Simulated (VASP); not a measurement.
Crystal: Sb.

```xyz
1
Lattice="-1.8713 1.8713 1.8713 1.8713 -1.8713 1.8713 1.8713 1.8713 -1.8713" Properties=species:S:1:pos:R:3 pbc="T T T"
Sb    0.0000    0.0000    0.0000
```

This isn't the form of Sb at room conditions, which is rhombohedral.

```yaml
Program: VASP 6.6.1
Task: relaxation of cell and atoms
Functional: B3LYP
Potentials_or_basis: VASP PAW PBE potentials, release 64 (Sb_d_GW)
Cutoff: 500 eV
k_mesh: 5 × 5 × 5
Occupations: fermi-dirac, width 0.05 eV
Spin: no spin polarisation
```

At the start: pressure 5.3 GPa; volume 26.21 Å³/atom.

Task: How do energy, volume and symmetry change on relaxing?

Result: Over 6 steps the energy falls by 31.6 meV/atom and the volume is 28.27 Å³/atom (+7.8 %); space group Im-3m (No. 229, to 0.1 Å) before and after.

Step by step:
```
step  energy change (eV)  largest force (eV/Å)  pressure (GPa)  volume (Å³)
   1              0.0000                0.0000            5.29        26.21
   2             -0.0205                0.0000           -2.51        29.64
   3             -0.0316                0.0000            0.08        28.27
   4             -0.0316                0.0000           -0.11        28.31
   5             -0.0316                0.0000            0.15        28.24
   6             -0.0316                0.0000           -0.02        28.27
```

Final structure:
```
CELL_PARAMETERS angstrom
-1.91905 1.91905 1.91905
1.91905 -1.91905 1.91905
1.91905 1.91905 -1.91905
ATOMIC_POSITIONS crystal
Sb 0.00000 0.00000 0.00000
```

Caveat: the k points lie up to 0.46 Å⁻¹ apart in the final cell, too coarse for converged energies and pressures of a metal; the PAW data sets were made with another functional, which shifts forces and pressure a little; an odd number of electrons without spin polarisation forces a metal; a magnetic or distorted state may lie lower.
